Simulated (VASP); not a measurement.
# Hf in VASP: a series of runs

The runs below take Hf through single point, relaxation of the atoms, with PBE.

Everything below comes from runs of VASP 6.6.1. Logs are shortened: lines on timing, memory, paths and dates and some standing lists are left out, and cuts for length are marked.

## 1. The cell of the first run

The cell holds a slab with vacuum, 3 atoms: a = 3.203 Å, b = 3.203 Å, c = 21.073 Å, α = 90.00°, β = 90.00°, γ = 120.00°.

## 2. Single point, PBE

INCAR

```
SYSTEM = Hf
ALGO = Normal ; DIPOL = 0.5 0.5 0.500
EDIFF = 1E-6 ; ENCUT = 520
GGA = PE ; IDIPOL = 3
ISIF = 2 ; ISMEAR = -1
LASPH = .True. ; LCHARG = .True.
LDIPOL = .True. ; LELF = .True.
LREAL = .False. ; LVACPOTAV = .True.
LVHAR = .True. ; LWAVE = .False.
NBANDS = 22 ; NELM = 100
PREC = Accurate ; SIGMA = 0.1
```

KPOINTS

```
k-points
0
Gamma
  12 12 1
  0 0 0
```

POSCAR

```
Hf
1.0
    3.2032284304      0.0000000000      0.0000000000
   -1.6016142152      2.7740771949      0.0000000000
    0.0000000000      0.0000000000     21.0730000000
Hf
3
Direct
    0.0000000000      0.0000000000      0.3843068753
    0.3333333333      0.6666666667      0.5000000005
    0.0000000000      0.0000000000      0.6156931243
```

Potentials or basis: VASP PAW PBE potentials, release 64 (Hf_pv).

The run is started by

```bash
> cat potpaw_PBE.64/Hf_pv/POTCAR > POTCAR
> mpirun -np 1 vasp_std > vasp.out
```

OUTCAR:

```text
SYSTEM = Hf
   EDIFF = 1E-6
   ENCUT = 520
   GGA = PE
   ISIF = 2
   ISMEAR = -1
   LASPH = .True.
   LREAL = .False.
   NELM = 100
   PREC = Accurate

 ion  position               nearest neighbor table
   1  0.000  0.000  0.384-   2 3.06   2 3.06   2 3.06
   2  0.333  0.667  0.500-   3 3.06   3 3.06   3 3.06   1 3.06   1 3.06   1 3.06
   3  0.000  0.000  0.616-   2 3.06   2 3.06   2 3.06

  LATTYP: Found a hexagonal cell.
 ALAT       =     3.2032284304
 C/A-ratio  =     6.5786753764

  Lattice vectors:

 A1 = (   3.2032284304,   0.0000000000,   0.0000000000)
 A2 = (  -1.6016142152,   2.7740771949,   0.0000000000)
 A3 = (   0.0000000000,   0.0000000000,  21.0730000000)

Analysis of symmetry for initial positions (statically):
=====================================================================
 Subroutine PRICEL returns:
 Original cell was already a primitive cell.

 Routine SETGRP: Setting up the symmetry group for a
 hexagonal supercell.

 Subroutine GETGRP returns: Found 12 space group operations
 (whereof 12 operations were pure point group operations)
 out of a pool of 24 trial point group operations.

The static configuration has the point symmetry D_3h.

Analysis of symmetry for dynamics (positions and initial velocities):
=====================================================================
 Subroutine PRICEL returns:
 Original cell was already a primitive cell.

 Routine SETGRP: Setting up the symmetry group for a
 hexagonal supercell.

 Subroutine GETGRP returns: Found 12 space group operations
 (whereof 12 operations were pure point group operations)
 out of a pool of 24 trial point group operations.

The dynamic configuration has the point symmetry D_3h.

 Subroutine INISYM returns: Found 12 space group operations
 (whereof 12 operations are pure point group operations),
 and found     1 'primitive' translations

----------------------------------------------------------------------------------------

                                     Primitive cell

  volume of cell :     187.2547

  direct lattice vectors                    reciprocal lattice vectors
     3.203228430  0.000000000  0.000000000     0.312185041  0.180240118  0.000000000
    -1.601614215  2.774077195  0.000000000     0.000000000  0.360480235  0.000000000
     0.000000000  0.000000000 21.073000000     0.000000000  0.000000000  0.047454088

  length of vectors
     3.203228430  3.203228430 21.073000000     0.360480235  0.360480235  0.047454088

  position of ions in fractional coordinates (direct lattice)
     0.000000000  0.000000000  0.384306875
     0.333333333  0.666666667  0.500000001
     0.000000000  0.000000000  0.615693124

  ion indices of the primitive-cell ions
   primitive index   ion index
                 1           1
                 2           2
                 3           3

----------------------------------------------------------------------------------------

 KPOINTS: k-points

Automatic generation of k-mesh.
 Grid dimensions read from file:
 generate k-points for:   12   12    1

 Generating k-lattice:

  Cartesian coordinates                     Fractional coordinates (reciprocal lattice)
     0.026015420  0.015020010  0.000000000     0.083333333  0.000000000  0.000000000
     0.000000000  0.030040020  0.000000000     0.000000000  0.083333333  0.000000000
     0.000000000  0.000000000  0.047454088     0.000000000  0.000000000  1.000000000

  Length of vectors
     0.030040020  0.030040020  0.047454088

  Shift w.r.t. Gamma in fractional coordinates (k-lattice)
     0.000000000  0.000000000  0.000000000

 Subroutine IBZKPT returns following result:
 ===========================================

 Found     19 irreducible k-points:

 Following reciprocal coordinates:
            Coordinates               Weight
  0.000000  0.000000  0.000000      1.000000
  0.083333  0.000000  0.000000      6.000000
  0.166667  0.000000  0.000000      6.000000
  0.250000  0.000000  0.000000      6.000000
  0.333333  0.000000  0.000000      6.000000
  0.416667  0.000000  0.000000      6.000000
[... 11 lines left out ...]
  0.333333  0.250000  0.000000     12.000000
  0.333333  0.333333  0.000000      2.000000
   k-points           NKPTS =     19   k-points in BZ     NKDIM =     19   number of bands    NBANDS=     22
   number of dos      NEDOS =    301   number of ions     NIONS =      3
   total plane-waves  NPLWV =  92160
   dimension x,y,z NGX =    24 NGY =   24 NGZ =  160
   dimension x,y,z NGXF=    48 NGYF=   48 NGZF=  320
   ions per type =               3
   NGX,Y,Z   is equivalent  to a cutoff of  12.46, 12.46, 12.62 a.u.
   NGXF,Y,Z  is equivalent  to a cutoff of  24.91, 24.91, 25.24 a.u.
 SYSTEM =  Hf
   PREC   = accura    normal or accurate (medium, high low for compatibility)
   ISTART =      0    job   : 0-new  1-cont  2-samecut
   ICHARG =      2    charge: 1-file 2-atom 10-const
   ISPIN  =      1    spin polarized calculation?
   LNONCOLLINEAR =      F non collinear calculations
   LSORBIT =      F    spin-orbit coupling
   LASPH  =      T    aspherical Exc in radial PAW
   ENCUT  =  520.0 eV  38.22 Ry    6.18 a.u.   5.96  5.96 39.18*2*pi/ulx,y,z
   NELM   =    100;   NELMIN=  2; NELMDL= -5     # of ELM steps
   EDIFF  = 0.1E-05   stopping-criterion for ELM
   LREAL  =      F    real-space projection
   EDIFFG = 0.1E-04   stopping-criterion for IOM
   NSW    =      0    number of steps for IOM
   IBRION =     -1    ionic relax: 0-MD 1-quasi-New 2-CG
   NFREE  =      0    steps in history (QN), initial steepest desc. (CG)
   ISIF   =      2    stress and relaxation
   ISYM   =      2    0-nonsym 1-usesym 2-fastsym
   POTIM  = 0.5000    time-step for ionic-motion
   TEBEG  =    0.0;   TEEND  =   0.0 temperature during run
   PSTRESS=    0.0 pullay stress
   NELECT =      30.0000    total number of electrons
   NUPDOWN=      -1.0000    fix difference up-down
   EMIN   =  10.00;   EMAX   =-10.00  energy-range for DOS
   EFERMI =   0.00;   METHOD = LEGACY
   ISMEAR =    -1;   SIGMA  =   0.10  broadening in eV -4-tet -1-fermi 0-gaus
   EFERMI_NEDOS =   21; number of points for ismear=-14 and -15
   IALGO  =     38    algorithm
   IMIX   =      4    mixing-type and parameters
     AMIX     =   0.40;   BMIX     =  1.00
     AMIX_MAG =   1.60;   BMIX_MAG =  1.00
  volume/ion in A,a.u.               =      62.42       421.22
  Fermi-wavevector in a.u.,A,eV,Ry     =   0.889142  1.680234 10.756398  0.790573
  Thomas-Fermi vector in A             =   2.010663
   LORBIT       =      0    0 simple, 1 ext, 2 COOP (PROOUT), +10 PAW based schemes
   GGA     = PE    functional components
   LHFCALC =     F    Hartree Fock is set to
   AEXX    =    0.0000 exact exchange contribution
   IVDW    =     0    specifies the selected vdW correction
   LEPSILON=     F    determine dielectric tensor
   LRPA    =     F    only Hartree local field effects (RPA)
 non-spin polarized calculation
  energy-cutoff  :      520.00
  volume of cell :      187.25
 maximum number of plane-waves:      5094
 NGX is ok and might be reduce to    24
   NGX = 11   NGY = 11   NGZ = 79

 dipolmoment           0.000000      0.000000      0.000000 electrons x Angstroem

 number of electron      30.0000002 magnetization

 dipolmoment           0.000000      0.000000     -0.000000 electrons x Angstroem

 Free energy of the ion-electron system (eV)
  ---------------------------------------------------
  ext. energy  EPLUGINS =         0.00000000
  ---------------------------------------------------
  free energy    TOTEN  =       -27.88378520 eV

  energy without entropy =      -27.71890059  energy(sigma->0) =      -27.80134289

 E-fermi :  -0.8768     XC(G=0):  -4.9920

 val. band max:       -0.9436633414   @ k =   0.3333   0.3333   0.0000
 cond. band min:      -0.8634602720   @ k =   0.3333   0.0000   0.0000
 fundamental gap:      0.0802030694
 Fermi energy:        -0.8768433151

 k-point     1 :       0.0000    0.0000    0.0000
  band No.  band energies     occupation
      1     -31.9360      2.00000
      2     -31.7739      2.00000
      3     -31.3410      2.00000
      4     -31.3410      2.00000
      5     -31.3338      2.00000
      6     -31.3338      2.00000
[... 14 lines left out ...]
     21       0.8745      0.00000
     22       0.8745      0.00000

 k-point     2 :       0.0833    0.0000    0.0000
  band No.  band energies     occupation
      1     -31.9239      2.00000
      2     -31.7724      2.00000
      3     -31.3784      2.00000
      4     -31.3780      2.00000
      5     -31.3505      2.00000
      6     -31.3425      2.00000
[... 14 lines left out ...]
     21       0.9311      0.00000
     22       1.0424      0.00000

 k-point     3 :       0.1667    0.0000    0.0000
  band No.  band energies     occupation
      1     -31.8909      2.00000
      2     -31.7702      2.00000
      3     -31.4902      2.00000
      4     -31.4795      2.00000
      5     -31.3765      2.00000
      6     -31.3662      2.00000
[... 14 lines left out ...]
     21       0.9863      0.00000
     22       1.5275      0.00000

 k-point     4 :       0.2500    0.0000    0.0000
  band No.  band energies     occupation
      1     -31.8478      2.00000
      2     -31.7731      2.00000
      3     -31.6286      2.00000
      4     -31.6147      2.00000
      5     -31.4117      2.00000
      6     -31.3985      2.00000
[... 14 lines left out ...]
     21       1.5513      0.00000
     22       1.8456      0.00000

 k-point     5 :       0.3333    0.0000    0.0000
  band No.  band energies     occupation
      1     -31.8355      2.00000
      2     -31.7922      2.00000
      3     -31.7398      2.00000
      4     -31.7263      2.00000
      5     -31.4466      2.00000
      6     -31.4305      2.00000
[... 292 lines left out ...]
 k-point    17 :       0.2500    0.2500    0.0000
  band No.  band energies     occupation
      1     -31.8304      2.00000
      2     -31.7851      2.00000
      3     -31.7808      2.00000
      4     -31.7069      2.00000
      5     -31.5875      2.00000
      6     -31.5817      2.00000
[... 14 lines left out ...]
     21       2.4429      0.00000
     22       2.4465      0.00000

 k-point    18 :       0.3333    0.2500    0.0000
  band No.  band energies     occupation
      1     -31.8286      2.00000
      2     -31.7975      2.00000
      3     -31.7756      2.00000
      4     -31.6921      2.00000
      5     -31.6419      2.00000
      6     -31.6416      2.00000
[... 14 lines left out ...]
     21       2.8591      0.00000
     22       2.9042      0.00000

 k-point    19 :       0.3333    0.3333    0.0000
  band No.  band energies     occupation
      1     -31.7839      2.00000
      2     -31.7790      2.00000
      3     -31.7418      2.00000
      4     -31.7134      2.00000
      5     -31.7113      2.00000
      6     -31.6847      2.00000
[... 14 lines left out ...]
     21       2.9140      0.00000
     22       3.1477      0.00000

------------------------ aborting loop because EDIFF is reached ----------------------------------------

  FORCE on cell =-STRESS in cart. coord.  units (eV):
  Direction    XX          YY          ZZ          XY          YZ          ZX
  --------------------------------------------------------------------------------------
  -------------------------------------------------------------------------------------
  Total       -1.9117462     -1.9117462     -0.1734407     -0.0000000     -0.0000000     -0.0000000
  in kB      -16.3571635    -16.3571635     -1.4839822     -0.0000000     -0.0000000     -0.0000000
  external PRESSURE =     -11.3994364 kB  Pullay stress =       0.0000000 kB

 VOLUME and BASIS-vectors are now :
 -----------------------------------------------------------------------------
  energy-cutoff  :      520.00
  volume of cell :      187.25
      direct lattice vectors                 reciprocal lattice vectors
     3.203228430  0.000000000  0.000000000     0.312185041  0.180240118  0.000000000
    -1.601614215  2.774077195  0.000000000     0.000000000  0.360480235  0.000000000
     0.000000000  0.000000000 21.073000000     0.000000000  0.000000000  0.047454088

 POSITION                                       TOTAL-FORCE (eV/Angst)
 -----------------------------------------------------------------------------------
      0.00000      0.00000      8.09850        -0.000000     -0.000000      0.033380
     -0.00000      1.84938     10.53650         0.000000      0.000000      0.000000
      0.00000      0.00000     12.97450        -0.000000     -0.000000     -0.033380
 -----------------------------------------------------------------------------------
    total drift:                                0.000000     -0.000000     -0.000002

  FREE ENERGIE OF THE ION-ELECTRON SYSTEM (eV)
  ---------------------------------------------------
  free  energy   TOTEN  =       -27.8837851965 eV

  energy  without entropy=      -27.7189005895  energy(sigma->0) =      -27.80134289

 vacuum level on the upper side and lower side of the slab         3.416         3.416
```

Wall time 4.3 min (1 thread of Intel Xeon 8259CL, shared host); peak memory 0.31 GiB.

What came out:

* Free energy: -27.8838 eV
* Largest force: 0.033 eV/Å
* Band gap on the k mesh: zero (bands 15 and 16 overlap by 1.26 eV)

Forces in eV/Å, atoms in the order of the input:
```
Hf   0.000  0.000  0.033
Hf   0.000  0.000  0.000
Hf   0.000  0.000 -0.033
```

Caveat: spin-orbit coupling is left out, which moves the levels of the heavy elements.

## 3. Single point, PBE

INCAR

```
ALGO = Normal
DIPOL = 0.5 0.5 0.500
EDIFF = 1E-6
ENCUT = 520
GGA = PE
IDIPOL = 3
ISIF = 2
ISMEAR = -1
LASPH = True
LCHARG = False
LDIPOL = True
LREAL = False
LWAVE = False
NBANDS = 22
NELM = 80
PREC = Accurate
SIGMA = 0.1
```

KPOINTS

```
k-points
0
Gamma
  12 12 1
```

POSCAR is that of step 2.

Potentials or basis: VASP PAW PBE potentials, release 64 (Hf_pv).

The run is started by

```bash
> cat potpaw_PBE.64/Hf_pv/POTCAR > POTCAR
> mpirun -np 1 vasp_std > vasp.out
```

It took 4.9 min on 1 thread of Intel Xeon 8259CL, shared host; peak memory 0.31 GiB.

Results (log left out):

- Free energy: -27.8838 eV
- Largest force: 0.033 eV/Å
- Band gap on the k mesh: zero (bands 15 and 16 overlap by 1.26 eV)

Forces on the atoms (eV/Å):
```
Hf   0.000  0.000  0.033
Hf   0.000  0.000  0.000
Hf   0.000  0.000 -0.033
```

Levels at points of the mesh, in eV from the Fermi level:
```tsv
k point	band 13	band 14	band 15	band 16	band 17	band 18
(0.00, 0.00, 0.00)	-0.10	0.04	0.87	1.16	1.16	1.17
(0.50, 0.00, 0.00)	-1.39	-1.16	0.10	0.73	1.27	1.46
```

Caveat: spin-orbit coupling is left out, which moves the levels of the heavy elements.

[end of part 1 of 2]

The gap in the log of VASP goes by the Fermi energy; the results here count the filled bands.